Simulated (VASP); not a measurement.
Input of a VASP 6.6.1 run:

Contents of POSCAR:

```
GaP
1.0
    0.0000000000      2.9432700000      2.8342600000
    2.9432700000      0.0000000000      2.8342600000
    2.9432700000      2.9432700000      0.0000000000
Ga P
1 1
Direct
    0.0000000000      0.0000000000      0.0000000000
    0.7500000000      0.7500000000      0.7500000000
```

File INCAR.step1:

```
SYSTEM = GaP
PREC = Accurate
ENCUT = 520
ISMEAR = 0
SIGMA = 0.05
LREAL = .False.
LASPH = .True.
NELM = 60
NBANDS = 16
GGA = PE
ALGO = Normal
EDIFF = 1E-4
LWAVE = .True.
LCHARG = .False.
```

INCAR.step2

```
SYSTEM = GaP
PREC = Accurate
ENCUT = 520
EDIFF = 1E-6
ISMEAR = 0
SIGMA = 0.05
LREAL = .False.
LASPH = .True.
NELM = 60
ALGO = Normal
ISIF = 2
LWAVE = .False.
LCHARG = .False.
METAGGA = R2SCAN
LMIXTAU = .True.
NBANDS = 16
ISTART = 1
```

Contents of KPOINTS:

```
Automatic mesh
0
Gamma
  8 8 8
  0 0 0
```

Potentials or basis: VASP PAW PBE potentials, release 64 (Ga_d, P).

Command:

```sh
$ cat potpaw_PBE.64/Ga_d/POTCAR potpaw_PBE.64/P/POTCAR > POTCAR
$ cp INCAR.step1 INCAR
$ mpirun -np 1 vasp_std > vasp.out
$ cp INCAR.step2 INCAR
$ mpirun -np 1 vasp_std > vasp.out
```

Question: Predict the band gap on the k mesh.

Answer: 0.59 eV, direct.

Question: Predict the pressure.

Answer: -11.0 GPa.

Stress tensor (GPa, compression positive):
```
-11.86   0.00   0.00
  0.00 -11.86   0.00
  0.00   0.00  -9.25
```

Caveat: the cell differs from its parent crystal (strain +0.080 along x and y, +0.040 along z); the PAW data sets were made with another functional, which shifts forces and pressure a little.
